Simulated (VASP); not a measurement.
# Ti3Si (Fm-3m) in VASP: further runs

Ti3Si is run at these levels: PBEsol; tasks: single point.

All numbers are computed with VASP 6.6.1; they aren't measurements. Logs are shortened: lines on timing, memory, paths and dates and some standing lists are left out, and cuts for length are marked.

### 1 The cell of the first run

Symmetry: Fm-3m, No. 225, cubic system. The conventional cell has a = 6.289 Å, b = 6.289 Å, c = 6.289 Å, α = 90.00°, β = 90.00°, γ = 90.00°. Within 3.6 Å of Ti (site symmetry -43m) lie 10 Ti at 2.72 to 3.14 Å and 4 Si at 2.72 Å. Ti (site symmetry m-3m) has 8 Ti at 2.72 Å and 6 Si at 3.14 Å within 3.6 Å. Si (site symmetry m-3m) has 14 Ti at 2.72 to 3.14 Å within 3.6 Å.

### 2 Single point, PBEsol

File INCAR:

```
PREC = Accurate ; ENCUT = 500
EDIFF = 1E-6 ; ISMEAR = -1
SIGMA = 0.05 ; LREAL = False
LASPH = True ; NELM = 120
ALGO = Normal ; ISIF = 2
LWAVE = False ; LCHARG = True
GGA = PS ; LELF = True
LVHAR = True ; NBANDS = 50
GGA_COMPAT = False
```

File KPOINTS:

```
regular mesh
0
Gamma
  4 2 4
```

File POSCAR:

```
Ti3Si
1.0
    0.0000000000      3.1443560000      3.1443560000
    6.2887120000      0.0000000000      6.2887120000
    3.1443560000      3.1443560000      0.0000000000
Ti Si
6 2
Direct
    0.7500000000      0.3750000000      0.7500000000
    0.2500000000      0.1250000000      0.2500000000
    0.0000000000      0.0000000000      0.0000000000
    0.7500000000      0.8750000000      0.7500000000
    0.2500000000      0.6250000000      0.2500000000
    0.0000000000      0.5000000000      0.0000000000
    0.5000000000      0.2500000000      0.5000000000
    0.5000000000      0.7500000000      0.5000000000
```

Potentials or basis: VASP PAW PBE potentials, release 64 (Ti_sv, Si).

Run with:

```bash
$ cat potpaw_PBE.64/Ti_sv/POTCAR potpaw_PBE.64/Si/POTCAR > POTCAR
$ mpirun -np 1 vasp_std > vasp.out
```

OUTCAR:

```text
PREC = Accurate
   ENCUT = 500
   EDIFF = 1E-6
   ISMEAR = -1
   LREAL = False
   LASPH = True
   NELM = 120
   ISIF = 2
   GGA = PS

 ion  position               nearest neighbor table
   1  0.750  0.375  0.750-   7 2.72   7 2.72   3 2.72   6 2.72   7 2.72   8 2.72   6 2.72   6 2.72

   2  0.250  0.125  0.250-   3 2.72   3 2.72   3 2.72   6 2.72   7 2.72   8 2.72   7 2.72   7 2.72

   3  0.000  0.000  0.000-   4 2.72   4 2.72   1 2.72   2 2.72   4 2.72   5 2.72   2 2.72   2 2.72
[... 7 lines left out ...]
   7  0.500  0.250  0.500-   2 2.72   2 2.72   1 2.72   2 2.72   4 2.72   5 2.72   1 2.72   1 2.72

   8  0.500  0.750  0.500-   5 2.72   5 2.72   1 2.72   2 2.72   4 2.72   5 2.72   4 2.72   4 2.72

  LATTYP: Found a trigonal (rhomboedric) cell.
 ALAT       =     7.7020677697
 COS(alpha) =     0.8333333333

  Lattice vectors:

 A1 = (   3.1443560000,  -6.2887120000,   3.1443560000)
 A2 = (   6.2887120000,  -3.1443560000,   3.1443560000)
 A3 = (   3.1443560000,  -3.1443560000,   6.2887120000)

Analysis of symmetry for initial positions (statically):
=====================================================================
 Subroutine PRICEL returns following result:

  LATTYP: Found a face centered cubic cell.
 ALAT       =     6.2887120000

  Lattice vectors:

 A1 = (   0.0000000000,   3.1443560000,   3.1443560000)
 A2 = (   3.1443560000,   0.0000000000,   3.1443560000)
 A3 = (   3.1443560000,   3.1443560000,   0.0000000000)

   2 primitive cells build up your supercell.

 Routine SETGRP: Setting up the symmetry group for a
 trigonal (rhombohedral) supercell.

 Subroutine GETGRP returns: Found 12 space group operations
 (whereof 12 operations were pure point group operations)
 out of a pool of 12 trial point group operations.

The static configuration has the point symmetry D_3d.

Analysis of symmetry for dynamics (positions and initial velocities):
=====================================================================
 Subroutine PRICEL returns following result:

  LATTYP: Found a face centered cubic cell.
 ALAT       =     6.2887120000

  Lattice vectors:

 A1 = (   0.0000000000,   3.1443560000,   3.1443560000)
 A2 = (   3.1443560000,   0.0000000000,   3.1443560000)
 A3 = (   3.1443560000,   3.1443560000,   0.0000000000)

   2 primitive cells build up your supercell.
[... 113 lines left out ...]
   NELM   =    120;   NELMIN=  2; NELMDL= -5     # of ELM steps
   EDIFF  = 0.1E-05   stopping-criterion for ELM
   LREAL  =      F    real-space projection
   EDIFFG = 0.1E-04   stopping-criterion for IOM
   NSW    =      0    number of steps for IOM
   IBRION =     -1    ionic relax: 0-MD 1-quasi-New 2-CG
   NFREE  =      0    steps in history (QN), initial steepest desc. (CG)
   ISIF   =      2    stress and relaxation
   ISYM   =      2    0-nonsym 1-usesym 2-fastsym
   POTIM  = 0.5000    time-step for ionic-motion
   TEBEG  =    0.0;   TEEND  =   0.0 temperature during run
   PSTRESS=    0.0 pullay stress
   NELECT =      80.0000    total number of electrons
   NUPDOWN=      -1.0000    fix difference up-down
   EMIN   =  10.00;   EMAX   =-10.00  energy-range for DOS
   EFERMI =   0.00;   METHOD = LEGACY
   ISMEAR =    -1;   SIGMA  =   0.05  broadening in eV -4-tet -1-fermi 0-gaus
   EFERMI_NEDOS =   21; number of points for ismear=-14 and -15
   IALGO  =     38    algorithm
   IMIX   =      4    mixing-type and parameters
     AMIX     =   0.40;   BMIX     =  1.00
     AMIX_MAG =   1.60;   BMIX_MAG =  1.00
  volume/ion in A,a.u.               =      15.54       104.90
  Fermi-wavevector in a.u.,A,eV,Ry     =   1.413253  2.670660 27.174683  1.997283
  Thomas-Fermi vector in A             =   2.534917
   LORBIT       =      0    0 simple, 1 ext, 2 COOP (PROOUT), +10 PAW based schemes
   GGA     = PS    functional components
   LHFCALC =     F    Hartree Fock is set to
   AEXX    =    0.0000 exact exchange contribution
   IVDW    =     0    specifies the selected vdW correction
   LEPSILON=     F    determine dielectric tensor
   LRPA    =     F    only Hartree local field effects (RPA)
 non-spin polarized calculation
  energy-cutoff  :      500.00
  volume of cell :      124.35
 maximum number of plane-waves:      3172
   NGX = 17   NGY = 33   NGZ = 17

 number of electron      80.0000016 magnetization

 Free energy of the ion-electron system (eV)
  ---------------------------------------------------
  ext. energy  EPLUGINS =         0.00000000
  ---------------------------------------------------
  free energy    TOTEN  =       -64.38712780 eV

  energy without entropy =      -64.26628135  energy(sigma->0) =      -64.32670458

 E-fermi :   9.1652     XC(G=0): -11.8660

 val. band max:        9.1377208254   @ k =   0.0000   0.0000   0.0000
 cond. band min:       9.1753929796   @ k =  -0.2500   0.0000   0.2500
 fundamental gap:      0.0376721542
 Fermi energy:         9.1651942131

 k-point     1 :       0.0000    0.0000    0.0000
  band No.  band energies     occupation
      1     -47.1097      2.00000
      2     -47.0551      2.00000
      3     -47.0434      2.00000
      4     -47.0177      2.00000
      5     -46.7227      2.00000
      6     -46.6928      2.00000
[... 413 lines left out ...]
     49      11.4273      0.00000
     50      11.4439      0.00000

------------------------ aborting loop because EDIFF is reached ----------------------------------------

  FORCE on cell =-STRESS in cart. coord.  units (eV):
  Direction    XX          YY          ZZ          XY          YZ          ZX
  --------------------------------------------------------------------------------------
  -------------------------------------------------------------------------------------
  Total       -3.8080165     -3.8080165     -3.8080165     -0.0000846     -0.0000846      0.0000846
  in kB      -49.0630200    -49.0630200    -49.0630200     -0.0010896     -0.0010896      0.0010896
  external PRESSURE =     -49.0630200 kB  Pullay stress =       0.0000000 kB

 VOLUME and BASIS-vectors are now :
 -----------------------------------------------------------------------------
  energy-cutoff  :      500.00
  volume of cell :      124.35
      direct lattice vectors                 reciprocal lattice vectors
     0.000000000  3.144356000  3.144356000    -0.159015073  0.159015073  0.159015073
     6.288712000  0.000000000  6.288712000     0.079507537 -0.079507537  0.079507537
     3.144356000  3.144356000  0.000000000     0.159015073  0.159015073 -0.159015073

 POSITION                                       TOTAL-FORCE (eV/Angst)
 -----------------------------------------------------------------------------------
      4.71653      4.71653      4.71653         0.000006     -0.000006      0.000006
      1.57218      1.57218      1.57218        -0.000006      0.000006     -0.000006
      0.00000      0.00000      0.00000        -0.000000     -0.000000      0.000000
      7.86089      4.71653      7.86089         0.000006     -0.000006      0.000006
      4.71653      1.57218      4.71653        -0.000006      0.000006     -0.000006
      3.14436      0.00000      3.14436        -0.000000     -0.000000      0.000000
      3.14436      3.14436      3.14436        -0.000000     -0.000000      0.000000
      6.28871      3.14436      6.28871        -0.000000     -0.000000      0.000000
 -----------------------------------------------------------------------------------
    total drift:                                0.000000      0.000000      0.000000

  FREE ENERGIE OF THE ION-ELECTRON SYSTEM (eV)
  ---------------------------------------------------
  free  energy   TOTEN  =       -64.3871278048 eV

  energy  without entropy=      -64.2662813479  energy(sigma->0) =      -64.32670458
```

stdout:

```text
POSCAR found type information on POSCAR TiSi
 POSCAR found :  2 types and       8 ions
 scaLAPACK will be used
 -----------------------------------------------------------------------------
|                                                                             |
|                                                                             |
|     You enforced a specific xc type in the INCAR file but a different       |
[... 22 lines left out ...]
 -----------------------------------------------------------------------------

 POSCAR, INCAR and KPOINTS ok, starting setup
 FFT: planning ... GRIDC
 FFT: planning ... GRID_SOFT
 FFT: planning ... GRID
 WAVECAR not read
 entering main loop
```

It took 56 s on 1 thread of AMD EPYC 7R13 (Zen 3), shared host; peak memory 0.22 GiB.

What came out:

- Free energy: -64.3871 eV
- Pressure: -4.9 GPa
- Band gap on the k mesh: zero (bands 40 and 41 overlap by 0.18 eV)

Levels at points of the mesh, in eV from the Fermi level:
| k point | band 37 | band 38 | band 39 | band 40 | band 41 | band 42 | band 43 | band 44 |
| --- | --- | --- | --- | --- | --- | --- | --- | --- |
| (0.00, 0.00, 0.00) | -0.44 | -0.17 | -0.17 | -0.03 | -0.03 | -0.03 | 0.63 | 0.94 |
| (0.50, 0.00, 0.00) | -0.44 | -0.26 | -0.21 | -0.21 | -0.17 | -0.17 | 0.63 | 0.94 |
| (0.00, 0.50, 0.00) | -0.55 | -0.55 | -0.16 | -0.16 | -0.16 | -0.16 | 1.55 | 1.55 |
| (0.50, 0.50, 0.00) | -0.63 | -0.63 | 0.01 | 0.01 | 0.19 | 0.19 | 0.75 | 0.75 |

Caveat: the k points lie up to 0.43 Å⁻¹ apart; the PAW data sets were made with another functional, which shifts forces and pressure a little.

### 3 Single point, PBEsol

This run uses another cell than the first one: it holds 16 atoms, not 8.

File INCAR:

```
SYSTEM = Ti3Si
ALGO = Normal
EDIFF = 1E-6
ENCUT = 500
GGA = PS
GGA_COMPAT = .False.
ISIF = 2
ISMEAR = -1
LASPH = .True.
LCHARG = .True.
LELF = .True.
LREAL = .False.
LVHAR = .True.
LWAVE = .False.
NBANDS = 94
NELM = 120
PREC = Accurate
SIGMA = 0.05
```

File KPOINTS:

```
k-points
0
Gamma
  2 2 4
  0 0 0
```

File POSCAR:

```
Ti3Si
1.0
    0.0000000000      6.2887120000      6.2887120000
    6.2887120000      0.0000000000      6.2887120000
    3.1443560000      3.1443560000      0.0000000000
Ti Si
12 4
Direct
    0.3750000000      0.3750000000      0.7500000000
    0.1250000000      0.1250000000      0.2500000000
    0.0000000000      0.0000000000      0.0000000000
    0.3750000000      0.8750000000      0.7500000000
    0.1250000000      0.6250000000      0.2500000000
    0.0000000000      0.5000000000      0.0000000000
    0.8750000000      0.3750000000      0.7500000000
    0.6250000000      0.1250000000      0.2500000000
    0.5000000000      0.0000000000      0.0000000000
    0.8750000000      0.8750000000      0.7500000000
    0.6250000000      0.6250000000      0.2500000000
    0.5000000000      0.5000000000      0.0000000000
    0.2500000000      0.2500000000      0.5000000000
    0.2500000000      0.7500000000      0.5000000000
    0.7500000000      0.2500000000      0.5000000000
    0.7500000000      0.7500000000      0.5000000000
```

Potentials or basis: VASP PAW PBE potentials, release 64 (Ti_sv, Si).

Run with:

```bash
$ cat potpaw_PBE.64/Ti_sv/POTCAR potpaw_PBE.64/Si/POTCAR > POTCAR
$ mpirun -np 1 vasp_std > vasp.out
```

Wall time 4.8 min (1 thread of AMD EPYC 7R13 (Zen 3), shared host); peak memory 0.43 GiB.

It converged, with:

```
Free energy            : -128.7749 eV
Pressure               : -4.9 GPa
Band gap on the k mesh : zero (bands 80 and 81 overlap by 0.18 eV)
```

Levels at points of the mesh, in eV from the Fermi level:
| k point | band 76 | band 77 | band 78 | band 79 | band 80 | band 81 | band 82 | band 83 | band 84 | band 85 |
| --- | --- | --- | --- | --- | --- | --- | --- | --- | --- | --- |
| (0.00, 0.00, 0.00) | -0.21 | -0.21 | -0.17 | -0.17 | -0.17 | -0.17 | -0.03 | -0.03 | -0.03 | 0.63 |
| (0.50, 0.00, 0.00) | -0.55 | -0.16 | -0.16 | -0.16 | -0.16 | 0.01 | 0.01 | 0.19 | 0.19 | 0.75 |
| (0.50, 0.50, 0.00) | -0.41 | -0.23 | -0.23 | -0.04 | -0.04 | -0.04 | -0.04 | 0.21 | 0.21 | 0.50 |
| (0.00, 0.00, 0.50) | -0.26 | -0.21 | -0.21 | -0.21 | -0.21 | -0.17 | -0.17 | -0.17 | -0.17 | 0.63 |
| (0.50, 0.00, 0.50) | -0.63 | 0.01 | 0.01 | 0.01 | 0.01 | 0.19 | 0.19 | 0.19 | 0.19 | 0.75 |
| (0.50, 0.50, 0.50) | -0.41 | -0.23 | -0.23 | 0.01 | 0.01 | 0.21 | 0.21 | 0.50 | 0.50 | 0.54 |

Caveat: the k points lie up to 0.43 Å⁻¹ apart; the PAW data sets were made with another functional, which shifts forces and pressure a little.
